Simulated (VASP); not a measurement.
Te2Mo: single point with PBEsol

The system is Te2Mo.

```xyz
3
Lattice="0.0000 3.3148 3.3148 3.3148 0.0000 3.3148 3.3148 3.3148 0.0000" Properties=species:S:1:pos:R:3 pbc="T T T"
Mo    0.0000    0.0000    0.0000
Te    1.6574    1.6574    1.6574
Te    4.9722    4.9722    4.9722
```

```json
{"Program": "VASP 6.6.1", "Task": "single point", "Functional": "PBEsol", "Potentials or basis": "VASP PAW PBE potentials, release 64 (Mo_sv, Te)", "Cutoff": "500 eV", "k mesh": "4 × 4 × 4", "Occupations": "tetrahedron", "Spin": "no spin polarisation", "Dipole correction": "no", "Further INCAR settings": "ALGO = Normal; EDIFF = 1e-06; NBANDS = 20"}
```

- Pressure: -2.4 GPa
- Band gap on the k mesh: zero (bands 13 and 14 overlap by 0.74 eV)

Levels at points of the mesh, in eV from the Fermi level:
```
           k point  band 11  band 12  band 13  band 14  band 15  band 16
(0.00, 0.00, 0.00)    -0.70     0.28     0.28     0.28     3.29     3.29
(0.50, 0.00, 0.00)    -2.45    -2.25    -0.43    -0.43     1.32     3.27
(0.50, 0.50, 0.00)    -1.69    -0.84    -0.13     1.31     2.48     3.85
```

Run time: 12 s on 1 thread of Intel(R) Xeon(R) Platinum 8488C (Sapphire Rapids), with other jobs on the host, peak memory 0.2 GiB.

Caveat: the k points lie up to 0.41 Å⁻¹ apart, too coarse for converged energies and pressures of a metal; the PAW data sets were made with another functional, which shifts forces and pressure a little; spin-orbit coupling is left out, which moves the levels of the heavy elements; tetrahedron occupations give inexact forces and stress in metals.
